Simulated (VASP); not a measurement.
# Zn7O8 (a cell with a defect) in VASP: relaxation of the atoms with PBE+D3(BJ)

Aim: the relaxation of the atoms of Zn7O8 (a cell with a defect) with PBE+D3(BJ).

Program: VASP 6.6.1. These are calculated values, not measurements. Logs are shortened: lines on timing, memory, paths and dates and some standing lists are left out, and cuts for length are marked.

**1. The cell of the first run**

The cell holds a defect, 15 atoms: a = 6.702 Å, b = 5.804 Å, c = 5.226 Å, α = 90.00°, β = 90.00°, γ = 90.00°.

**2. Relaxation of the atoms, PBE+D3(BJ)**

INCAR

```
SYSTEM = Zn7O8
PREC = Accurate
ENCUT = 520
EDIFF = 1E-6
ISMEAR = 0
SIGMA = 0.02
LREAL = Auto
LASPH = .True.
NELM = 100
ALGO = Normal
ISIF = 2
LWAVE = .False.
LCHARG = .False.
GGA = PE
IVDW = 12
IBRION = 2
NSW = 80
EDIFFG = -0.03
```

KPOINTS

```
Automatic mesh
0
Gamma
  2 2 2
  0 0 0
```

POSCAR

```
Zn7O8
1.0
   -3.3510000000     -5.8041020000      0.0000000000
    5.0265000000     -2.9020510000      0.0000000000
    0.0000000000      0.0000000000      5.2260000000
Zn O
7 8
Direct
    0.5000000300      0.6666666900      0.5000000000
    0.2500000200      0.8333333500      0.0000000000
    0.2500000100      0.1666666700      0.5000000000
    0.0000000100      0.3333333400      0.0000000000
    0.0000000100      0.6666666700      0.5000000000
    0.7500000400      0.8333333600      0.0000000000
    0.5000000200      0.3333333500      0.0000000000
    0.5000000200      0.3333333500      0.3750000000
    0.5000000300      0.6666666900      0.8750000000
    0.2500000200      0.8333333500      0.3750000000
    0.2500000100      0.1666666700      0.8750000000
    0.0000000100      0.3333333400      0.3750000000
    0.0000000100      0.6666666700      0.8750000000
    0.7500000400      0.8333333600      0.3750000000
    0.7500000300      0.1666666900      0.8750000000
```

Potentials or basis: VASP PAW PBE potentials, release 64 (Zn, O).

On the command line:

```sh
$ cat potpaw_PBE.64/Zn/POTCAR potpaw_PBE.64/O/POTCAR > POTCAR
$ mpirun -np 1 vasp_std > vasp.out
```

OUTCAR:

```text
SYSTEM = Zn7O8
   PREC = Accurate
   ENCUT = 520
   EDIFF = 1E-6
   ISMEAR = 0
   LREAL = Auto
   LASPH = .True.
   NELM = 100
   ISIF = 2
   GGA = PE
   IVDW = 12
   IBRION = 2
   NSW = 80
   EDIFFG = -0.03
 IVDW          = 12

 ion  position               nearest neighbor table
   1  0.500  0.667  0.500-   9 1.96  14 2.04  10 2.04   8 2.04
   2  0.250  0.833  0.000-  10 1.96  11 2.04  13 2.04   9 2.04
   3  0.250  0.167  0.500-  11 1.96  10 2.04  12 2.04   8 2.04
   4  0.000  0.333  0.000-  12 1.96  15 2.04  13 2.04  11 2.04
   5  0.000  0.667  0.500-  13 1.96  14 2.04  12 2.04  10 2.04
   6  0.750  0.833  0.000-  14 1.96  13 2.04  15 2.04   9 2.04
   7  0.500  0.333  0.000-   8 1.96  11 2.04  15 2.04   9 2.04
   8  0.500  0.333  0.375-   7 1.96   3 2.04   1 2.04
   9  0.500  0.667  0.875-   1 1.96   6 2.04   2 2.04   7 2.04
  10  0.250  0.833  0.375-   2 1.96   3 2.04   5 2.04   1 2.04
  11  0.250  0.167  0.875-   3 1.96   2 2.04   4 2.04   7 2.04
  12  0.000  0.333  0.375-   4 1.96   5 2.04   3 2.04
  13  0.000  0.667  0.875-   5 1.96   6 2.04   4 2.04   2 2.04
  14  0.750  0.833  0.375-   6 1.96   5 2.04   1 2.04
  15  0.750  0.167  0.875-   4 2.04   6 2.04   7 2.04

  LATTYP: Found a simple orthorhombic cell.
 ALAT       =     5.2260000000
 B/A-ratio  =     1.1106203965
 C/A-ratio  =     1.2824339415

  Lattice vectors:

 A1 = (   0.0000000000,   0.0000000000,  -5.2260000000)
 A2 = (   5.0265000000,  -2.9020510000,   0.0000000000)
 A3 = (  -3.3510000000,  -5.8041020000,   0.0000000000)

Analysis of symmetry for initial positions (statically):
=====================================================================
 Subroutine PRICEL returns:
 Original cell was already a primitive cell.

 Routine SETGRP: Setting up the symmetry group for a
 simple orthorhombic supercell.

 Subroutine GETGRP returns: Found  2 space group operations
 (whereof  1 operations were pure point group operations)
 out of a pool of  8 trial point group operations.

The static configuration has the point symmetry C_1 .
 The point group associated with its full space group is C_1h.

Analysis of symmetry for dynamics (positions and initial velocities):
=====================================================================
 Subroutine PRICEL returns:
 Original cell was already a primitive cell.

 Routine SETGRP: Setting up the symmetry group for a
 simple orthorhombic supercell.

 Subroutine GETGRP returns: Found  2 space group operations
 (whereof  1 operations were pure point group operations)
 out of a pool of  8 trial point group operations.

The dynamic configuration has the point symmetry C_1 .
 The point group associated with its full space group is C_1h.

 Subroutine INISYM returns: Found  2 space group operations
 (whereof  1 operations are pure point group operations),
 and found     1 'primitive' translations

----------------------------------------------------------------------------------------

                                     Primitive cell

[... 116 lines left out ...]
   IALGO  =     38    algorithm
   IMIX   =      4    mixing-type and parameters
     AMIX     =   0.40;   BMIX     =  1.00
     AMIX_MAG =   1.60;   BMIX_MAG =  1.00
  volume/ion in A,a.u.               =      13.55        91.46
  Fermi-wavevector in a.u.,A,eV,Ry     =   1.417631  2.678934 27.343323  2.009678
  Thomas-Fermi vector in A             =   2.538841
   LORBIT       =      0    0 simple, 1 ext, 2 COOP (PROOUT), +10 PAW based schemes
   GGA     = PE    functional components
   LHFCALC =     F    Hartree Fock is set to
   AEXX    =    0.0000 exact exchange contribution
   IVDW    =    12    specifies the selected vdW correction
   LEPSILON=     F    determine dielectric tensor
   LRPA    =     F    only Hartree local field effects (RPA)
 conjugate gradient relaxation of ions
 non-spin polarized calculation
 Gauss-broadening in eV      SIGMA  =   0.02
  energy-cutoff  :      520.00
  volume of cell :      203.29
 maximum number of plane-waves:      5492
 NGX is ok and might be reduce to    50
   NGX = 25   NGY = 21   NGZ = 19

--------------------------------------- Ionic step        1  -------------------------------------------

 number of electron     132.0000022 magnetization

 Free energy of the ion-electron system (eV)
  ---------------------------------------------------
  ext. energy  EPLUGINS =         0.00000000
  ---------------------------------------------------
  free energy    TOTEN  =       -64.29255572 eV

  energy without entropy =      -64.28883273  energy(sigma->0) =      -64.29069423

------------------------ aborting loop because EDIFF is reached ----------------------------------------

 Edisp (eV)   -2.73391

 E8    (eV) :    -1.0173
[... 144 lines left out ...]
  FREE ENERGIE OF THE ION-ELECTRON SYSTEM (eV)
  ---------------------------------------------------
  free  energy   TOTEN  =       -67.4813720159 eV

  energy  without entropy=      -67.4777433179  energy(sigma->0) =      -67.47955767

 E-fermi :  -0.3044     XC(G=0): -10.0039

 val. band max:       -0.3089246882   @ k =   0.5000   0.0000   0.5000
 cond. band min:      -0.3010426557   @ k =   0.0000   0.0000   0.5000
 fundamental gap:      0.0078820324
 Fermi energy:        -0.3044129681

 k-point     1 :       0.0000    0.0000    0.0000
  band No.  band energies     occupation
      1     -17.6613      2.00000
      2     -17.1203      2.00000
      3     -17.1085      2.00000
      4     -17.0592      2.00000
      5     -16.9349      2.00000
      6     -16.8012      2.00000
[... 637 lines left out ...]
     77       8.6937      0.00000
     78       8.9321      0.00000
 [bands above 78 left out]

[... ionic steps 4 to 10 ...]

--------------------------------------- Ionic step       11  -------------------------------------------

 number of electron     132.0000007 magnetization

------------------------ aborting loop because EDIFF is reached ----------------------------------------
[... 101 lines left out ...]
--------------------------------------- Ionic step       13  -------------------------------------------

 number of electron     132.0000004 magnetization

 Free energy of the ion-electron system (eV)
  ---------------------------------------------------
  ext. energy  EPLUGINS =         0.00000000
  ---------------------------------------------------
  free energy    TOTEN  =       -64.92959569 eV

  energy without entropy =      -64.92610642  energy(sigma->0) =      -64.92785105

 E-fermi :  -0.2995     XC(G=0):  -9.9974

 val. band max:       -0.2999680775   @ k =   0.5000   0.0000   0.5000
 cond. band min:      -0.2730191378   @ k =   0.5000   0.5000   0.0000
 fundamental gap:      0.0269489397
 Fermi energy:        -0.2995406350

 k-point     1 :       0.0000    0.0000    0.0000
  band No.  band energies     occupation
      1     -17.6871      2.00000
      2     -17.1246      2.00000
      3     -17.1223      2.00000
      4     -17.0856      2.00000
      5     -16.9578      2.00000
      6     -16.7857      2.00000
[... 637 lines left out ...]
     77       8.6782      0.00000
     78       8.9496      0.00000
 [bands above 78 left out]

------------------------ aborting loop because EDIFF is reached ----------------------------------------

 Edisp (eV)   -2.73228

 E8    (eV) :    -1.0165
[... 38 lines left out ...]
  FREE ENERGIE OF THE ION-ELECTRON SYSTEM (eV)
  ---------------------------------------------------
  free  energy   TOTEN  =       -67.6618759890 eV

  energy  without entropy=      -67.6583867148  energy(sigma->0) =      -67.66013135

 reached required accuracy - stopping structural energy minimisation
```

CONTCAR:

```text
Zn7O8
   1.00000000000000
    -3.3510000000000000   -5.8041020000000003    0.0000000000000000
     5.0265000000000004   -2.9020510000000002    0.0000000000000000
     0.0000000000000000    0.0000000000000000    5.2260000000000000
  Zn              O
     7     8
Direct
     0.5005003928662990    0.6660676859730813    0.4923217861320858
[... 19 lines left out ...]
  0.00000000E+00  0.00000000E+00  0.00000000E+00
  0.00000000E+00  0.00000000E+00  0.00000000E+00
  0.00000000E+00  0.00000000E+00  0.00000000E+00
  0.00000000E+00  0.00000000E+00  0.00000000E+00
  0.00000000E+00  0.00000000E+00  0.00000000E+00
  0.00000000E+00  0.00000000E+00  0.00000000E+00
  0.00000000E+00  0.00000000E+00  0.00000000E+00
  0.00000000E+00  0.00000000E+00  0.00000000E+00
  0.00000000E+00  0.00000000E+00  0.00000000E+00
  0.00000000E+00  0.00000000E+00  0.00000000E+00
  0.00000000E+00  0.00000000E+00  0.00000000E+00
```

Run time: 66 min. Hardware: 1 thread of Oxide Virtual Turin-like, shared host; peak memory 0.33 GiB.

What came out:

| Quantity | Value |
| --- | --- |
| Free energy | -67.6619 eV |
| Energy gained by relaxing | 42.4 meV/atom |
| Ionic steps | 13 |
| Pressure after relaxing | -4.5 GPa |
| Largest force after relaxing | 0.024 eV/Å |
| Band gap on the k mesh | zero (bands 66 and 67 overlap by 0.30 eV) |
| Dispersion energy per atom | -0.182 eV |

Forces on the atoms (eV/Å):
```
Zn  -0.004  0.001 -0.001
Zn  -0.003  0.002 -0.007
Zn   0.002 -0.001  0.010
Zn   0.006 -0.003 -0.001
Zn  -0.003  0.004 -0.001
Zn  -0.008  0.005  0.000
Zn   0.006 -0.003 -0.001
O    0.004 -0.003  0.003
O    0.009  0.005 -0.002
O   -0.006  0.003 -0.008
O    0.003 -0.002 -0.001
O    0.004 -0.002  0.003
O    0.000 -0.010 -0.002
O   -0.002  0.001 -0.013
O   -0.007  0.004  0.022
```

Step by step:
| step | energy change (eV) | largest force (eV/Å) | pressure (GPa) |
| --- | --- | --- | --- |
| 1 | 0.0000 | 1.0993 | -8.02 |
| 2 | -0.3370 | 0.7788 | -7.77 |
| 3 | -0.4549 | 0.4206 | -6.94 |
| 4 | -0.4565 | 0.4501 | -7.06 |
| 5 | -0.5216 | 0.3483 | -6.59 |
| 6 | -0.5863 | 0.3433 | -5.43 |
| 7 | -0.6207 | 0.1494 | -5.05 |
| 8 | -0.6254 | 0.2139 | -4.81 |
| 9 | -0.6338 | 0.0785 | -4.56 |
| 10 | -0.6342 | 0.0508 | -4.62 |
| 11 | -0.6351 | 0.0386 | -4.55 |
| 12 | -0.6351 | 0.0386 | -4.55 |
| 13 | -0.6354 | 0.0235 | -4.53 |

Final structure:
```
Zn O
1.0
    -3.35100   -5.80410    0.00000
     5.02650   -2.90205    0.00000
     0.00000    0.00000    5.22600
Zn O
7 8
Direct
  0.50050 0.66607 0.49232
  0.25000 0.83031 0.99498
  0.25000 0.16572 0.49864
  0.99579 0.33083 0.99802
  0.99950 0.66607 0.49232
  0.75000 0.84084 0.99586
  0.50421 0.33083 0.99802
  0.46318 0.35481 0.36643
  0.49955 0.66758 0.87635
  0.25000 0.84038 0.38220
  0.25000 0.16410 0.87983
  0.03682 0.35481 0.36643
  0.00045 0.66758 0.87635
  0.75000 0.78520 0.36464
  0.75000 0.16820 0.91759
```

Caveat: the k points lie up to 0.60 Å⁻¹ apart.

The gap in the log of VASP goes by the Fermi energy; the results here count the filled bands.